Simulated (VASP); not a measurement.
# MoSe3 (P-62m) in VASP: a series of runs, part 2 of 2

VASP 6.6.1.

**3. Single point, PBE (30.00 Å³/atom)**

This run uses another cell than the first one, of 30.00 Å³/atom.

Contents of INCAR:

```
PREC     = Accurate       # precision mode
ENCUT    = 500            # plane-wave cutoff, eV
EDIFF    = 1E-6           # SCF threshold, eV
ISMEAR   = 0              # smearing method
SIGMA    = 0.1            # smearing width, eV
LREAL    = False          # projectors in reciprocal space
LASPH    = True           # aspherical terms in the spheres
NELM     = 120            # most SCF steps
ALGO     = Normal         # electronic algorithm
ISIF     = 2              # what is computed and relaxed
LWAVE    = False          # write WAVECAR
LCHARG   = False          # write CHGCAR
GGA      = PE             # functional
NBANDS   = 24             # bands
GGA_COMPAT= False
```

Contents of KPOINTS:

```
regular mesh
0
Gamma
  6 6 12
```

Contents of POSCAR:

```
MoSe3
1.0
    6.7912728785      0.0000000000      0.0000000000
   -3.3956364393      5.8814148368      0.0000000000
    0.0000000000      0.0000000000      3.0046363188
Mo Se
1 3
Direct
    0.0000000000      0.0000000000      0.0000000000
    0.2949128156      0.0000000000      0.5000000000
    0.0000000000      0.2949128156      0.5000000000
    0.7050871844      0.7050871844      0.5000000000
```

Potentials or basis: VASP PAW PBE potentials, release 64 (Mo_sv, Se).

The run is started by

```bash
$ cat potpaw_PBE.64/Mo_sv/POTCAR potpaw_PBE.64/Se/POTCAR > POTCAR
$ mpirun -np 1 vasp_std > vasp.out
```

OUTCAR:

```text
PREC = Accurate
   ENCUT = 500
   EDIFF = 1E-6
   ISMEAR = 0
   LREAL = False
   LASPH = True
   NELM = 120
   ISIF = 2
   GGA = PE

 ion  position               nearest neighbor table
   1  0.000  0.000  0.000-   4 2.50   4 2.50   2 2.50   2 2.50   3 2.50   3 2.50
   2  0.295  0.000  0.500-   1 2.50   1 2.50
   3  0.000  0.295  0.500-   1 2.50   1 2.50
   4  0.705  0.705  0.500-   1 2.50   1 2.50

  LATTYP: Found a hexagonal cell.
 ALAT       =     6.7912728785
 C/A-ratio  =     0.4424260919

  Lattice vectors:

 A1 = (   6.7912728785,   0.0000000000,   0.0000000000)
 A2 = (  -3.3956364393,   5.8814148368,   0.0000000000)
 A3 = (   0.0000000000,   0.0000000000,   3.0046363188)

Analysis of symmetry for initial positions (statically):
=====================================================================
 Subroutine PRICEL returns:
 Original cell was already a primitive cell.

 Routine SETGRP: Setting up the symmetry group for a
 hexagonal supercell.

 Subroutine GETGRP returns: Found 12 space group operations
 (whereof 12 operations were pure point group operations)
 out of a pool of 24 trial point group operations.

The static configuration has the point symmetry D_3h.

Analysis of symmetry for dynamics (positions and initial velocities):
=====================================================================
 Subroutine PRICEL returns:
 Original cell was already a primitive cell.

 Routine SETGRP: Setting up the symmetry group for a
 hexagonal supercell.

 Subroutine GETGRP returns: Found 12 space group operations
 (whereof 12 operations were pure point group operations)
 out of a pool of 24 trial point group operations.

The dynamic configuration has the point symmetry D_3h.

 Subroutine INISYM returns: Found 12 space group operations
 (whereof 12 operations are pure point group operations),
 and found     1 'primitive' translations

----------------------------------------------------------------------------------------

                                     Primitive cell

  volume of cell :     120.0121

  direct lattice vectors                    reciprocal lattice vectors
     6.791272879  0.000000000  0.000000000     0.147247801  0.085013558  0.000000000
    -3.395636439  5.881414837  0.000000000     0.000000000  0.170027116  0.000000000
     0.000000000  0.000000000  3.004636319     0.000000000  0.000000000  0.332818982

  length of vectors
     6.791272879  6.791272879  3.004636319     0.170027116  0.170027116  0.332818982

  position of ions in fractional coordinates (direct lattice)
     0.000000000  0.000000000  0.000000000
     0.294912816  0.000000000  0.500000000
     1.000000000  0.294912816  0.500000000
     0.705087184  0.705087184  0.500000000

  ion indices of the primitive-cell ions
   primitive index   ion index
                 1           1
                 2           2
                 3           3
                 4           4

----------------------------------------------------------------------------------------

 KPOINTS: regular mesh

Automatic generation of k-mesh.
 Grid dimensions read from file:
 generate k-points for:    6    6   12

 Generating k-lattice:

  Cartesian coordinates                     Fractional coordinates (reciprocal lattice)
     0.024541300  0.014168926  0.000000000     0.166666667  0.000000000  0.000000000
     0.000000000  0.028337853  0.000000000     0.000000000  0.166666667  0.000000000
     0.000000000  0.000000000  0.027734915     0.000000000  0.000000000  0.083333333

  Length of vectors
     0.028337853  0.028337853  0.027734915

  Shift w.r.t. Gamma in fractional coordinates (k-lattice)
     0.000000000  0.000000000  0.000000000

 Subroutine IBZKPT returns following result:
 ===========================================

 Found     49 irreducible k-points:

 Following reciprocal coordinates:
            Coordinates               Weight
  0.000000  0.000000  0.000000      1.000000
  0.166667 -0.000000  0.000000      6.000000
  0.333333 -0.000000  0.000000      6.000000
  0.500000 -0.000000  0.000000      3.000000
  0.166667  0.166667  0.000000      6.000000
  0.333333  0.166667  0.000000     12.000000
[... 16 lines left out ...]
  0.166667 -0.000000  0.250000     12.000000
  0.333333 -0.000000  0.250000     12.000000
 [... further k-points ...]
   k-points           NKPTS =     49   k-points in BZ     NKDIM =     49   number of bands    NBANDS=     24
   number of dos      NEDOS =    301   number of ions     NIONS =      4
   total plane-waves  NPLWV =  60000
   dimension x,y,z NGX =    50 NGY =   50 NGZ =   24
   dimension x,y,z NGXF=   100 NGYF=  100 NGZF=   48
   ions per type =               1   3
   NGX,Y,Z   is equivalent  to a cutoff of  12.24, 12.24, 13.28 a.u.
   NGXF,Y,Z  is equivalent  to a cutoff of  24.48, 24.48, 26.56 a.u.
 SYSTEM =  unknown system
   PREC   = accura    normal or accurate (medium, high low for compatibility)
   ISTART =      0    job   : 0-new  1-cont  2-samecut
   ICHARG =      2    charge: 1-file 2-atom 10-const
   ISPIN  =      1    spin polarized calculation?
   LNONCOLLINEAR =      F non collinear calculations
   LSORBIT =      F    spin-orbit coupling
   LASPH  =      T    aspherical Exc in radial PAW
   ENCUT  =  500.0 eV  36.75 Ry    6.06 a.u.  12.38 12.38  5.48*2*pi/ulx,y,z
   NELM   =    120;   NELMIN=  2; NELMDL= -5     # of ELM steps
   EDIFF  = 0.1E-05   stopping-criterion for ELM
   LREAL  =      F    real-space projection
[... 7 lines left out ...]
   TEBEG  =    0.0;   TEEND  =   0.0 temperature during run
   PSTRESS=    0.0 pullay stress
   NELECT =      32.0000    total number of electrons
   NUPDOWN=      -1.0000    fix difference up-down
   EMIN   =  10.00;   EMAX   =-10.00  energy-range for DOS
   EFERMI =   0.00;   METHOD = LEGACY
   ISMEAR =     0;   SIGMA  =   0.10  broadening in eV -4-tet -1-fermi 0-gaus
   EFERMI_NEDOS =   21; number of points for ismear=-14 and -15
   IALGO  =     38    algorithm
   IMIX   =      4    mixing-type and parameters
     AMIX     =   0.40;   BMIX     =  1.00
     AMIX_MAG =   1.60;   BMIX_MAG =  1.00
  volume/ion in A,a.u.               =      30.00       202.47
  Fermi-wavevector in a.u.,A,eV,Ry     =   1.053699  1.991202 15.106295  1.110281
  Thomas-Fermi vector in A             =   2.188831
   LORBIT       =      0    0 simple, 1 ext, 2 COOP (PROOUT), +10 PAW based schemes
   GGA     = PE    functional components
   LHFCALC =     F    Hartree Fock is set to
   AEXX    =    0.0000 exact exchange contribution
   IVDW    =     0    specifies the selected vdW correction
   LEPSILON=     F    determine dielectric tensor
   LRPA    =     F    only Hartree local field effects (RPA)
 non-spin polarized calculation
 Gauss-broadening in eV      SIGMA  =   0.10
  energy-cutoff  :      500.00
  volume of cell :      120.01
 maximum number of plane-waves:      3095
 NGX is ok and might be reduce to    50
   NGX = 25   NGY = 25   NGZ = 11

 number of electron      32.0000004 magnetization

 Free energy of the ion-electron system (eV)
  ---------------------------------------------------
  ext. energy  EPLUGINS =         0.00000000
  ---------------------------------------------------
  free energy    TOTEN  =       -22.59575359 eV

  energy without entropy =      -22.58451488  energy(sigma->0) =      -22.59013423

 E-fermi :   2.3929     XC(G=0):  -8.3926

 val. band max:        2.3787978311   @ k =   0.5000  -0.0000   0.4167
 cond. band min:       2.3964395660   @ k =   0.3333  -0.0000   0.5000
 fundamental gap:      0.0176417349
 Fermi energy:         2.3928965249

 k-point     1 :       0.0000    0.0000    0.0000
  band No.  band energies     occupation
      1     -59.2051      2.00000
      2     -33.3473      2.00000
      3     -33.3473      2.00000
      4     -33.0725      2.00000
      5     -11.6307      2.00000
      6     -10.6990      2.00000
[... 16 lines left out ...]
     23      10.0977      0.00000
     24      10.0977      0.00000
[... 598 lines left out ...]
      2     -33.3170      2.00000
      3     -33.3170      2.00000
      4     -33.2953      2.00000
      5     -10.7525      2.00000
      6     -10.2955      2.00000
[... 16 lines left out ...]
     23       9.8198      0.00000
     24      10.2184      0.00000

 [... further k-points ...]

------------------------ aborting loop because EDIFF is reached ----------------------------------------

  FORCE on cell =-STRESS in cart. coord.  units (eV):
  Direction    XX          YY          ZZ          XY          YZ          ZX
  --------------------------------------------------------------------------------------
  -------------------------------------------------------------------------------------
  Total        0.0077279      0.0077279      0.0972175     -0.0000000      0.0000000      0.0000000
  in kB        0.1031691      0.1031691      1.2978662     -0.0000000      0.0000000      0.0000000
  external PRESSURE =       0.5014015 kB  Pullay stress =       0.0000000 kB

 VOLUME and BASIS-vectors are now :
 -----------------------------------------------------------------------------
  energy-cutoff  :      500.00
  volume of cell :      120.01
      direct lattice vectors                 reciprocal lattice vectors
     6.791272879  0.000000000  0.000000000     0.147247801  0.085013558  0.000000000
    -3.395636439  5.881414837  0.000000000     0.000000000  0.170027116  0.000000000
     0.000000000  0.000000000  3.004636319     0.000000000  0.000000000  0.332818982

 POSITION                                       TOTAL-FORCE (eV/Angst)
 -----------------------------------------------------------------------------------
      0.00000      0.00000      0.00000         0.000000     -0.000000     -0.000000
      2.00283      0.00000      1.50232         0.026616     -0.000000      0.000000
     -1.00142      1.73450      1.50232        -0.013308      0.023050     -0.000000
      2.39422      4.14691      1.50232        -0.013308     -0.023050      0.000000
 -----------------------------------------------------------------------------------
    total drift:                                0.000001      0.000001     -0.000000

  FREE ENERGIE OF THE ION-ELECTRON SYSTEM (eV)
  ---------------------------------------------------
  free  energy   TOTEN  =       -22.5957535878 eV

  energy  without entropy=      -22.5845148787  energy(sigma->0) =      -22.59013423
```

Wall time 77 s (1 thread of AMD EPYC 9R45 (Zen 5), shared host); peak memory 0.27 GiB.

What came out:

```
Free energy            : -22.5958 eV
Pressure               : 0.1 GPa
Largest force          : 0.027 eV/Å
Band gap on the k mesh : zero (bands 16 and 17 overlap by 0.15 eV)
```

Forces on the atoms (eV/Å):
```
Mo   0.000  0.000  0.000
Se   0.027  0.000  0.000
Se  -0.013  0.023  0.000
Se  -0.013 -0.023  0.000
```
